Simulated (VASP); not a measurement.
Input of a VASP 6.6.1 run:

INCAR

```
SYSTEM = Si
  PREC = Accurate
  ENCUT = 520
  EDIFF = 1E-6
  ISMEAR = 0
  SIGMA = 0.05
  LREAL = .FALSE.
  LASPH = .TRUE.
  NELM = 150
  ALGO = Normal
  ISIF = 2
  LWAVE = .FALSE.
  LCHARG = .FALSE.
  ISPIN = 2
  MAGMOM = 0 0 0 0 2
  LORBIT = 11
  LDIPOL = .TRUE.
  IDIPOL = 3
  DIPOL = 0.5 0.5 0.346
  NBANDS = 22
```

The input KPOINTS:

```
Automatic mesh
0
G
  9 9 1
  0 0 0
```

File POSCAR:

```
Si
1.0
    3.8195065206      0.0000000000      0.0000000000
   -1.9097532603      3.3077896768      0.0000000000
    0.0000000000      0.0000000000     19.3772904594
Si
5
Direct
    0.3333333333      0.6666666667      0.2064272096
    0.0000000000      0.0000000000      0.2466626339
    0.0000000000      0.0000000000      0.3734220759
    0.6666666667      0.3333333333      0.4065217723
    1.0000000000      1.0000000000      0.4978688744
```

Potentials or basis: VASP PAW LDA potentials, release 64 (Si).

The run is started by

```sh
$ cat potpaw_LDA.64/Si/POTCAR > POTCAR
$ mpirun -np 1 vasp_std > vasp.out
```

(1) Predict the largest force.

(2) What does it give for the net moment?

(3) What does it give for the band gap on the k mesh?

Results:

(1) 1.517 eV/Å.

(2) 0.00 μB per cell.

(3) zero (filled and empty bands overlap).
